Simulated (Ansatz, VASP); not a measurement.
## Be: VASP beside Ansatz

File INCAR:

```
SYSTEM = Be
ALGO     = Normal         ! electronic algorithm
EDIFF    = 1E-8           ! SCF threshold, eV
ENCUT    = 520            ! plane-wave cutoff, eV
GGA      = PE             ! functional
ISIF     = 2              ! what is computed and relaxed
ISMEAR   = -1             ! smearing method
LASPH    = .True.         ! aspherical terms in the spheres
LCHARG   = .False.        ! write CHGCAR
LEFG     = .True.       
LREAL    = .False.        ! projectors in reciprocal space
LWAVE    = .False.        ! write WAVECAR
NBANDS   = 12             ! bands
NELM     = 80             ! most SCF steps
PREC     = Accurate       ! precision mode
SIGMA    = 0.05           ! smearing width, eV
```

The input KPOINTS:

```
k-points
0
Gamma
  9 9 14
  0 0 0
```

The input POSCAR:

```
Be
1.0
    3.7342827559      0.0000000000      0.0000000000
    0.0000000000      3.7342827559      0.0000000000
    0.0000000000      0.0000000000      2.2736502440
Be
4
Direct
    0.2974080000      0.2974080000      0.0000000000
    0.7025920000      0.7025920000      0.0000000000
    0.2025920000      0.7974080000      0.5000000000
    0.7974080000      0.2025920000      0.5000000000
```

Input for Ansatz:

```yaml
crystal:
  lattice:
    - [3.7342827559, 0.0, 0.0]
    - [0.0, 3.7342827559, 0.0]
    - [0.0, 0.0, 2.273650244]
  atoms:
    - { symbol: Be, position: [0.297408, 0.297408, 0.0] }
    - { symbol: Be, position: [0.702592, 0.702592, 0.0] }
    - { symbol: Be, position: [0.202592, 0.797408, 0.5] }
    - { symbol: Be, position: [0.797408, 0.202592, 0.5] }
kpoints:
  mp_grid: { grid: [9, 9, 14] }
scf:
  occupations: { method: fermi_dirac, width: 0.05 }
hamiltonian:
  xc: pbe
  pseudopotentials: { kind: all_electron, datasets: crystal }
output:
  forces: true
  stress: true
  eigenvalues: true
  efg: { contact_densities: true }
```

Change from the starting cell: volume scaled by 0.99, crystal datasets.

Alike in both runs: task electric field gradients; functional PBE; k mesh 9 × 9 × 14; occupations fermi-dirac, width 0.05 eV; no spin polarisation.

|  | VASP | Ansatz |
| --- | --- | --- |
| version | VASP 6.6.1 | Ansatz 0.2.0 |
| potentials or method | VASP PAW PBE potentials, release 64 (Be), cutoff 520 eV | all-electron PAW with datasets made for the crystal, scalar-relativistic |

VASP gave:

* pressure (GPa): 1.4
* traceless stress, the component that is largest in VASP (GPa): -0.82
* size of Vzz on the site where it differs most (V/Å²): 1.8

Which values does Ansatz return?

Pressure (GPa): 1.2; traceless stress, the component that is largest in VASP (GPa): -0.82; size of Vzz on the site where it differs most (V/Å²): 1.5.

Ansatz ran all-electron here, and VASP with PAW potentials.
